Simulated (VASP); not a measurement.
Wanted: the native input for a VASP 6.6.1 run.

```
Task                   : single point
Functional             : LDA
Potentials or basis    : VASP PAW LDA potentials, release 64 (Ca_sv, O)
Cutoff                 : 520 eV
k mesh                 : 8 × 8 × 8
Occupations            : gaussian, width 0.05 eV
Spin                   : no spin polarisation
Dipole correction      : no
Further INCAR settings : ALGO = Normal; EDIFF = 1e-06; NBANDS = 15
```

The structure of CaO lies in POSCAR:

```
CaO
1.0
    0.0091837500      2.4490000000      2.4490000000
    2.4490000000      0.0091837500      2.4490000000
    2.4581837500      2.4581837500      0.0000000000
Ca O
1 1
Direct
    0.0000000000      0.0000000000      0.0000000000
    0.5000000000      0.5000000000      0.5000000000
```

This cell differs from its parent crystal: strain +0.0075 x Voigt [0, 0, 0, 0, 0, 1].

One way to write it, as run:

INCAR

```
PREC = Accurate ; ENCUT = 520
EDIFF = 1E-6 ; ISMEAR = 0
SIGMA = 0.05 ; LREAL = F
LASPH = T ; NELM = 60
ALGO = Normal ; ISIF = 2
LWAVE = F ; LCHARG = T
GGA = CA ; LELF = T
LVHAR = T ; NBANDS = 15
```

KPOINTS

```
regular mesh
0
Gamma
  8 8 8
```

Potentials or basis: VASP PAW LDA potentials, release 64 (Ca_sv, O).

Command:

```sh
$ cat potpaw_LDA.64/Ca_sv/POTCAR potpaw_LDA.64/O/POTCAR > POTCAR
$ mpirun -np 1 vasp_std > vasp.out
```

It gave:

```json
{"Pressure": "-11.2 GPa", "Band gap on the k mesh": "3.47 eV, indirect (least direct gap 3.85 eV)"}
```

Caveat: the cell differs from its parent crystal (strain +0.0075 x Voigt [0, 0, 0, 0, 0, 1]).

Wall time 31 s on 1 thread of Intel(R) Xeon(R) Platinum 8124M CPU @ 3.00GHz (Skylake/Cascade Lake), on a shared host, peak memory 0.17 GiB.
